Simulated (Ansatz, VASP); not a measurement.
**GaN: VASP beside Ansatz**

POSCAR

```
GaN
1.0
    3.1831493761      0.0000000000      0.0000000000
   -1.5915746880      2.7566882238      0.0000000000
    0.0000000000      0.0000000000      5.1317889770
Ga N
2 2
Direct
    0.3333333333      0.6666666667     -0.0017167385
    0.6666666667      0.3333333333      0.4982832615
    0.3333333333      0.6666666667      0.3767167385
    0.6666666667      0.3333333333      0.8767167385
```

File INCAR.step1:

```
SYSTEM = GaN
PREC = Accurate
ENCUT = 520
ISMEAR = 0
SIGMA = 0.01
LREAL = .FALSE.
LASPH = .TRUE.
NELM = 100
NBANDS = 26
GGA = PE
ALGO = Normal
EDIFF = 1E-4
LWAVE = .TRUE.
LCHARG = .FALSE.
```

INCAR.step2

```
SYSTEM = GaN
PREC = Accurate
ENCUT = 520
EDIFF = 1E-6
ISMEAR = 0
SIGMA = 0.01
LREAL = .FALSE.
LASPH = .TRUE.
NELM = 100
ALGO = Normal
ISIF = 2
LWAVE = .FALSE.
LCHARG = .FALSE.
METAGGA = R2SCAN
LMIXTAU = .TRUE.
NBANDS = 26
ISTART = 1
```

The input KPOINTS:

```
regular mesh
0
G
  12 12 6
  0 0 0
```

Input for Ansatz:

```yaml
crystal:
  lattice:
    - [3.1831493761, 0.0, 0.0]
    - [-1.591574688, 2.7566882238, 0.0]
    - [0.0, 0.0, 5.131788977]
  atoms:
    - { symbol: Ga, position: [0.3333333333, 0.6666666667, -0.0017167385] }
    - { symbol: Ga, position: [0.6666666667, 0.3333333333, 0.4982832615] }
    - { symbol: "N", position: [0.3333333333, 0.6666666667, 0.3767167385] }
    - { symbol: "N", position: [0.6666666667, 0.3333333333, 0.8767167385] }
kpoints:
  mp_grid: { grid: [12, 12, 6] }
  band_path:
    path:
      - [0.0, 0.0, 0.0]
      - [0.5, 0.0, 0.0]
      - [0.3333333333, 0.3333333333, 0.0]
      - [0.0, 0.0, 0.5]
      - [0.5, 0.0, 0.5]
      - [0.3333333333, 0.3333333333, 0.5]
    npoints: 1
hamiltonian:
  xc: r2scan
scf:
  occupations: { method: fixed }
  n_extra_bands: 5
output:
  forces: true
  stress: true
  eigenvalues: true
```

Change from the starting cell: uniaxial_z strain -1.0%.

Alike in both runs: task single point; functional r2SCAN; k mesh 12 × 12 × 6; no spin polarisation.

|  | VASP | Ansatz |
| --- | --- | --- |
| version | VASP 6.6.1 | Ansatz 0.2.0 |
| potentials or method | VASP PAW PBE potentials, release 64 (Ga_d, N) | plane waves, PAW |
| plane-wave cutoff (eV) | 520 | 500 |
| occupations | gaussian, width 0.01 eV | fixed |
| valence electrons in the cell | 36 | 36 |

Ansatz gave:

```
gap on the k mesh at the Fermi level (eV)                     : 2.43
pressure (GPa)                                                : 2.0
traceless stress, the component that is largest in VASP (GPa) : 2.06
```

Task: What did VASP give for the same quantities?

Result: gap on the k mesh at the Fermi level (eV): 2.43; pressure (GPa): 3.1; traceless stress, the component that is largest in VASP (GPa): 1.93.

VASP's potentials were made for PBE, not for r2SCAN.
